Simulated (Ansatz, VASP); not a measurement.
# One calculation of AlNi, two programs

INCAR

```
ALGO = Normal
EDIFF = 1E-6
ENCUT = 520
GGA = PS
ISIF = 2
ISMEAR = -1
ISPIN = 2
LASPH = True
LCHARG = True
LELF = True
LMAXMIX = 4
LORBIT = 11
LREAL = False
LVHAR = True
LWAVE = False
MAGMOM = 2 0
NBANDS = 18
NELM = 150
NUPDOWN = 2.0
PREC = Accurate
SIGMA = 0.05
```

File KPOINTS:

```
k-points
0
Gamma
  8 8 8
```

File POSCAR:

```
AlNi
1.0
    2.8810000000      0.0000000000      0.0000000000
    0.0000000000      2.8810000000      0.0000000000
    0.0000000000      0.0000000000      2.8810000000
Ni Al
1 1
Direct
    0.5000000000      0.5000000000      0.5000000000
    0.0000000000      0.0000000000      0.0000000000
```

The input input.yaml:

```yaml
crystal:
  lattice:
    - [2.881, 0.0, 0.0]
    - [0.0, 2.881, 0.0]
    - [0.0, 0.0, 2.881]
  atoms:
    - { symbol: Ni, position: [0.5, 0.5, 0.5], spin: 2.0 }
    - { symbol: Al, position: [0.0, 0.0, 0.0] }
hamiltonian:
  xc: pbesol
  pseudopotentials: { kind: paw }
magnetization:
  spin_polarized: true
  initial_magnetization: 2.0
  spin_locking: { lock_magnetization: hard }
kpoints:
  mp_grid: { grid: [8, 8, 8] }
scf:
  occupations: { method: fermi_dirac, width: 0.05 }
  lower_state_search: "off"
output:
  forces: true
  stress: true
  eigenvalues: true
```

Alike in both runs: task single point; functional PBEsol; k mesh 8 × 8 × 8; occupations fermi-dirac, width 0.05 eV; collinear spin; fixed moment 2 μB.

|  | VASP | Ansatz |
| --- | --- | --- |
| version | VASP 6.6.1 | Ansatz 0.2.0 |
| potentials or method | VASP PAW PBE potentials, release 64 (Ni, Al) | Ansatz PAW |
| plane-wave cutoff (eV) | 520 | 420 |
| valence electrons in the cell | 13 | 21 |

Ansatz gave:

```
pressure (GPa)                                                : 15.7
net moment per atom (μB)                                      : 1.00
size of the moment on the site where the two differ most (μB) : 0.24
```

Q: What did VASP give for the same quantities?

A: Pressure (GPa): 15.9; net moment per atom (μB): 1.00; size of the moment on the site where the two differ most (μB): 0.14.

VASP's potentials were made for PBE, not for PBEsol. Site moments also hang on the region over which each program counts them. VASP's potentials hold 13 valence electrons a cell and Ansatz's 21, so a difference there can come from the potentials and not from the codes.
